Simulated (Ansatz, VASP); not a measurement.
## One calculation of PtS2, two programs

File POSCAR:

```
PtS2
1.0
    3.5526240935      0.0000000000      0.0000000000
   -1.7763120467      3.0766627150      0.0000000000
    0.0000000000      0.0000000000      5.1228306381
Pt S
1 2
Direct
    0.0000000000      0.0000000000      0.0000000000
    0.3333333333      0.6666666667      0.2392542164
    0.6666666667      0.3333333333      0.7607457836
```

File INCAR.step1:

```
PREC = Accurate
ENCUT = 550
ISMEAR = 0
SIGMA = 0.01
LREAL = False
LASPH = True
NELM = 120
NBANDS = 18
GGA = PE
ALGO = Normal
EDIFF = 1E-5
LWAVE = True
LCHARG = False
GGA_COMPAT = False
```

Contents of INCAR.step2:

```
PREC = Accurate
ENCUT = 550
EDIFF = 1E-6
ISMEAR = 0
SIGMA = 0.01
LREAL = False
LASPH = True
NELM = 120
ALGO = Normal
ISIF = 2
LWAVE = False
LCHARG = True
METAGGA = R2SCAN
LMIXTAU = True
LELF = True
LVHAR = True
NBANDS = 18
ISTART = 1
GGA_COMPAT = False
```

The input KPOINTS:

```
regular mesh
0
Gamma
  6 6 4
```

Input for Ansatz:

```yaml
crystal:
  lattice:
    - [3.5526240935, 0.0, 0.0]
    - [-1.7763120467, 3.076662715, 0.0]
    - [0.0, 0.0, 5.1228306381]
  atoms:
    - { symbol: Pt, position: [0.0, 0.0, 0.0] }
    - { symbol: S, position: [0.3333333333, 0.6666666667, 0.2392542164] }
    - { symbol: S, position: [0.6666666667, 0.3333333333, 0.7607457836] }
kpoints:
  mp_grid: { grid: [6, 6, 4] }
hamiltonian:
  xc: r2scan
scf:
  occupations: { method: fixed }
output:
  optics:
    e_range: [0, 12]
    de: 0.05
    sigma: 0.1
    bands: { spectra_wanted_up_to: 12 }
  write_density: true
  write_potential: true
  elf: true
  volumetric_format: npy
```

Alike in both runs: task single point; functional r2SCAN; k mesh 6 × 6 × 4; no spin polarisation.

```csv
,VASP,Ansatz
version,VASP 6.6.1,Ansatz 0.2.0
potentials or method,"VASP PAW PBE potentials, release 64 (Pt, S)","plane waves, PAW"
plane-wave cutoff (eV),550,500
occupations,"gaussian, width 0.01 eV",fixed
valence electrons in the cell,22,30
```

|  | VASP | Ansatz | Ansatz less VASP |
| --- | --- | --- | --- |
| gap on the k mesh at the Fermi level (eV) | 0.98 | 0.99 | +0.004 |

VASP's potentials were made for PBE, not for r2SCAN. VASP's potentials hold 22 valence electrons a cell and Ansatz's 30, so a difference there can come from the potentials and not from the codes.

Neither program's run includes spin-orbit coupling.
